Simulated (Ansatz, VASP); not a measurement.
# HfGa2As2 in VASP and in Ansatz

The input INCAR:

```
SYSTEM = HfGa2As2
  PREC = Accurate
  ENCUT = 600
  EDIFF = 1E-6
  ISMEAR = 0
  SIGMA = 0.1
  LREAL = .False.
  LASPH = .True.
  NELM = 80
  ALGO = Fast
  ISIF = 3
  LWAVE = .False.
  LCHARG = .False.
  GGA = PE
  IBRION = 2
  NSW = 90
  EDIFFG = -0.04
```

The input KPOINTS:

```
Automatic mesh
0
Gamma
  6 6 2
  0 0 0
```

Contents of POSCAR:

```
HfGa2As2
1.0
    3.6236694127      0.0000000000      0.0000000000
    0.0000000000      3.6236694127      0.0000000000
    0.0000000000      0.0000000000      7.6076321513
Hf Ga As
1 2 2
Direct
    0.0000000000      0.0000000000      0.0000000000
    0.0000000000      0.5000000000      0.5000000000
    0.5000000000      0.0000000000      0.5000000000
    0.5000000000      0.5000000000      0.1769470801
    0.5000000000      0.5000000000      0.8230529199
```

Input for Ansatz:

```yaml
crystal:
  lattice:
    - [3.6236694127, 0.0, 0.0]
    - [0.0, 3.6236694127, 0.0]
    - [0.0, 0.0, 7.6076321513]
  atoms:
    - { symbol: Hf, position: [0.0, 0.0, 0.0] }
    - { symbol: Ga, position: [0.0, 0.5, 0.5] }
    - { symbol: Ga, position: [0.5, 0.0, 0.5] }
    - { symbol: As, position: [0.5, 0.5, 0.1769470801] }
    - { symbol: As, position: [0.5, 0.5, 0.8230529199] }
basis:
  ecutwfc: 420
kpoints:
  mp_grid: { grid: [6, 6, 2] }
hamiltonian:
  xc: pbe
scf:
  occupations: { method: gaussian, width: 0.1 }
  lower_state_search: "off"
output:
  forces: true
  stress: true
  eigenvalues: true
relax:
  adjacent_minimum: "off"
  f_tol: 0.04
  max_steps: 70
  cell: { stress_tol: 0.4 }
```

Change from the starting cell: species swapped into the CeMg2Si2 type (P4/mmm, No. 123).

Alike in both runs: task relaxation of cell and atoms; functional PBE; k mesh 6 × 6 × 2; occupations gaussian, width 0.1 eV; no spin polarisation.

|  | VASP | Ansatz |
| --- | --- | --- |
| version | VASP 6.6.1 | Ansatz 0.2.0 |
| potentials or method | VASP PAW PBE potentials, release 64 (Hf_pv, Ga_d, As), cutoff 600 eV | scalar-relativistic, plane waves, PAW |
| valence electrons in the cell | 46 | 82 |

```tsv
	VASP	Ansatz	Ansatz less VASP
gap on the k mesh at the Fermi level, each at its own relaxed structure (eV)	none	none	-
relaxed volume (Å³/atom)	20.15	20.16	+0.013
relaxed length of the cell vector where the two differ most in proportion (Å)	3.596	3.598	+0.0019
```

A gap of «none» marks a metal or a gap that the smearing closes. VASP's potentials hold 46 valence electrons a cell and Ansatz's 82, so a difference there can come from the potentials and not from the codes.

The k mesh is coarse, so the values compare programs but aren't converged. Spin-orbit coupling is off throughout.
